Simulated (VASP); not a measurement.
# GaP (base) (F-43m) in VASP: notebook, part 2 of 3

VASP 6.6.1. The steps go on from the part before.

### Step 3. Single point, PBE

This run uses another cell than the first one, of 20.86 Å³/atom, 1.030 times its volume.

INCAR reads:

```
ALGO = Normal
EDIFF = 1E-6
ENCUT = 520
GGA = PE
ISIF = 2
ISMEAR = 0
LASPH = T
LCHARG = F
LREAL = F
LWAVE = F
NBANDS = 16
NELM = 100
PREC = Accurate
SIGMA = 0.02
```

KPOINTS reads:

```
k-points
0
Gamma
  8 8 8
```

POSCAR reads:

```
GaP
1.0
    0.0000000000      2.7529841000      2.7529841000
    2.7529841000      0.0000000000      2.7529841000
    2.7529841000      2.7529841000      0.0000000000
Ga P
1 1
Direct
    0.0000000000      0.0000000000      0.0000000000
    0.7500000000      0.7500000000      0.7500000000
```

Potentials or basis: VASP PAW PBE potentials, release 64 (Ga_d, P).

On the command line:

```
$ cat potpaw_PBE.64/Ga_d/POTCAR potpaw_PBE.64/P/POTCAR > POTCAR
$ mpirun -np 1 vasp_std > vasp.out
```

OUTCAR:

```text
EDIFF = 1E-6
   ENCUT = 520
   GGA = PE
   ISIF = 2
   ISMEAR = 0
   LASPH = T
   LREAL = F
   NELM = 100
   PREC = Accurate

 ion  position               nearest neighbor table
   1  0.000  0.000  0.000-   2 2.38   2 2.38   2 2.38   2 2.38
   2  0.750  0.750  0.750-   1 2.38   1 2.38   1 2.38   1 2.38

  LATTYP: Found a face centered cubic cell.
 ALAT       =     5.5059682000

  Lattice vectors:

 A1 = (   0.0000000000,   2.7529841000,   2.7529841000)
 A2 = (   2.7529841000,   0.0000000000,   2.7529841000)
 A3 = (   2.7529841000,   2.7529841000,   0.0000000000)

Analysis of symmetry for initial positions (statically):
[... 5 lines left out ...]
 face centered cubic supercell.

 Subroutine GETGRP returns: Found 24 space group operations
 (whereof 24 operations were pure point group operations)
 out of a pool of 48 trial point group operations.

The static configuration has the point symmetry T_d .

Analysis of symmetry for dynamics (positions and initial velocities):
[... 5 lines left out ...]
 face centered cubic supercell.

 Subroutine GETGRP returns: Found 24 space group operations
 (whereof 24 operations were pure point group operations)
 out of a pool of 48 trial point group operations.

The dynamic configuration has the point symmetry T_d .

 Subroutine INISYM returns: Found 24 space group operations
 (whereof 24 operations are pure point group operations),
 and found     1 'primitive' translations

----------------------------------------------------------------------------------------

                                     Primitive cell

  volume of cell :      41.7293

  direct lattice vectors                    reciprocal lattice vectors
     0.000000000  2.752984100  2.752984100    -0.181621100  0.181621100  0.181621100
     2.752984100  0.000000000  2.752984100     0.181621100 -0.181621100  0.181621100
     2.752984100  2.752984100  0.000000000     0.181621100  0.181621100 -0.181621100

  length of vectors
[... 93 lines left out ...]
   NELECT =      18.0000    total number of electrons
   NUPDOWN=      -1.0000    fix difference up-down
   EMIN   =  10.00;   EMAX   =-10.00  energy-range for DOS
   EFERMI =   0.00;   METHOD = LEGACY
   ISMEAR =     0;   SIGMA  =   0.02  broadening in eV -4-tet -1-fermi 0-gaus
   EFERMI_NEDOS =   21; number of points for ismear=-14 and -15
   IALGO  =     38    algorithm
   IMIX   =      4    mixing-type and parameters
     AMIX     =   0.40;   BMIX     =  1.00
     AMIX_MAG =   1.60;   BMIX_MAG =  1.00
  volume/ion in A,a.u.               =      20.86       140.80
  Fermi-wavevector in a.u.,A,eV,Ry     =   1.236949  2.337496 20.817513  1.530044
  Thomas-Fermi vector in A             =   2.371537
   LORBIT       =      0    0 simple, 1 ext, 2 COOP (PROOUT), +10 PAW based schemes
   GGA     = PE    functional components
   LHFCALC =     F    Hartree Fock is set to
   AEXX    =    0.0000 exact exchange contribution
   IVDW    =     0    specifies the selected vdW correction
   LEPSILON=     F    determine dielectric tensor
   LRPA    =     F    only Hartree local field effects (RPA)
 non-spin polarized calculation
 Gauss-broadening in eV      SIGMA  =   0.02
  energy-cutoff  :      520.00
  volume of cell :       41.73
 maximum number of plane-waves:      1158
 NGX is ok and might be reduce to    30
   NGX = 15   NGY = 15   NGZ = 15

 number of electron      18.0000003 magnetization

 Free energy of the ion-electron system (eV)
  ---------------------------------------------------
  ext. energy  EPLUGINS =         0.00000000
  ---------------------------------------------------
  free energy    TOTEN  =        -9.12558667 eV

  energy without entropy =       -9.12558667  energy(sigma->0) =       -9.12558667

 E-fermi :   4.5021     XC(G=0):  -9.6953

 val. band max:        4.3471830704   @ k =   0.0000   0.0000   0.0000
 cond. band min:       5.9232069066   @ k =   0.0000   0.0000   0.0000
 fundamental gap:      1.5760238362
 Fermi energy:         4.5021321979

 k-point     1 :       0.0000    0.0000    0.0000
  band No.  band energies     occupation
      1     -10.1558      2.00000
      2     -10.1558      2.00000
      3     -10.1558      2.00000
      4     -10.0650      2.00000
      5     -10.0650      2.00000
      6      -7.9202      2.00000
[... 433 lines left out ...]
      3     -10.1169      2.00000
      4     -10.0694      2.00000
      5     -10.0584      2.00000
      6      -5.5638      2.00000
[... 8 lines left out ...]
     15      16.2404      0.00000
     16      16.6814      0.00000

 [... further k-points ...]
[... 5 lines left out ...]
  --------------------------------------------------------------------------------------
  -------------------------------------------------------------------------------------
  Total       -0.0163739     -0.0163739     -0.0163739      0.0000000      0.0000000      0.0000000
  in kB       -0.6286676     -0.6286676     -0.6286676      0.0000000      0.0000000      0.0000000
  external PRESSURE =      -0.6286676 kB  Pullay stress =       0.0000000 kB

 VOLUME and BASIS-vectors are now :
 -----------------------------------------------------------------------------
  energy-cutoff  :      520.00
  volume of cell :       41.73
      direct lattice vectors                 reciprocal lattice vectors
     0.000000000  2.752984100  2.752984100    -0.181621100  0.181621100  0.181621100
     2.752984100  0.000000000  2.752984100     0.181621100 -0.181621100  0.181621100
     2.752984100  2.752984100  0.000000000     0.181621100  0.181621100 -0.181621100

 POSITION                                       TOTAL-FORCE (eV/Angst)
 -----------------------------------------------------------------------------------
      0.00000      0.00000      0.00000         0.000000      0.000000      0.000000
      4.12948      4.12948      4.12948        -0.000000     -0.000000     -0.000000
 -----------------------------------------------------------------------------------
    total drift:                               -0.000002     -0.000002     -0.000002

  FREE ENERGIE OF THE ION-ELECTRON SYSTEM (eV)
  ---------------------------------------------------
  free  energy   TOTEN  =        -9.1255866748 eV

  energy  without entropy=       -9.1255866748  energy(sigma->0) =       -9.12558667
```

OSZICAR:

```text
N       E                     dE             d eps       ncg     rms          rms(c)
DAV:   1     0.801083208482E+02    0.80108E+02   -0.89466E+03   960   0.160E+03
DAV:   2    -0.309238976259E+01   -0.83201E+02   -0.79711E+02  1040   0.305E+02
DAV:   3    -0.928578171092E+01   -0.61934E+01   -0.61681E+01  1176   0.652E+01
DAV:   4    -0.938432569706E+01   -0.98544E-01   -0.98507E-01  1136   0.894E+00
DAV:   5    -0.938637066011E+01   -0.20450E-02   -0.20448E-02  1200   0.111E+00    0.411E+00
DAV:   6    -0.914951724890E+01    0.23685E+00   -0.37736E-01  1448   0.101E+01    0.270E+00
DAV:   7    -0.912469184684E+01    0.24825E-01   -0.89288E-02  1232   0.196E+00    0.109E+00
DAV:   8    -0.912503185287E+01   -0.34001E-03   -0.12945E-02  1112   0.136E+00    0.175E-01
DAV:   9    -0.912543569442E+01   -0.40384E-03   -0.13047E-03  1160   0.504E-01    0.820E-02
DAV:  10    -0.912551302465E+01   -0.77330E-04   -0.11265E-04  1392   0.110E-01    0.414E-02
DAV:  11    -0.912558703744E+01   -0.74013E-04   -0.10237E-04  1120   0.836E-02    0.499E-03
DAV:  12    -0.912558667483E+01    0.36261E-06   -0.28387E-06  1112   0.216E-02
   1 F= -.91255867E+01 E0= -.91255867E+01  d E =-.565538E-30
```

Wall time 16 s (1 thread of AMD EPYC 7R43 (Zen 3), shared host); peak memory 0.14 GiB.

Results:

```yaml
Free_energy: -9.1256 eV
Pressure: -0.1 GPa
Band_gap_on_the_k_mesh: 1.58 eV, direct
```

(Part 2 of 3 ends here.)
